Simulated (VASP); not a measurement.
Input of a VASP 6.6.1 run:

File INCAR:

```
  ALGO = Normal
  EDIFF = 1E-7
  ENCUT = 520
  GGA = CA
  ISIF = 2
  ISMEAR = -1
  LASPH = T
  LCHARG = T
  LELF = T
  LREAL = F
  LVHAR = T
  LWAVE = F
  NBANDS = 30
  NELM = 100
  PREC = Accurate
  SIGMA = 0.05
```

KPOINTS

```
k-points
0
Gamma
  10 10 10
```

File POSCAR:

```
Mn3Si
1.0
    0.0000000000      2.7207209967      2.7207209967
    2.7207209967      0.0000000000      2.7207209967
    2.7207209967      2.7207209967      0.0000000000
Mn Si
3 1
Direct
    0.5000000000      0.5000000000      0.5000000000
    0.2500000000      0.2500000000      0.2500000000
    0.7500000000      0.7500000000      0.7500000000
    0.0000000000      0.0000000000      0.0000000000
```

Potentials or basis: VASP PAW LDA potentials, release 64 (Mn_pv, Si).

Command:

```console
$ cat potpaw_LDA.64/Mn_pv/POTCAR potpaw_LDA.64/Si/POTCAR > POTCAR
$ mpirun -np 1 vasp_std > vasp.out
```

(1) Estimate the pressure.

(2) What does it give for the band gap on the k mesh?

Results:

(1) 4.8 GPa.

(2) zero (an odd number of electrons rules out a gap without spin polarisation).

Caveat: the cell stands under pressure; the run has no spin polarisation, though such a crystal can be magnetic.
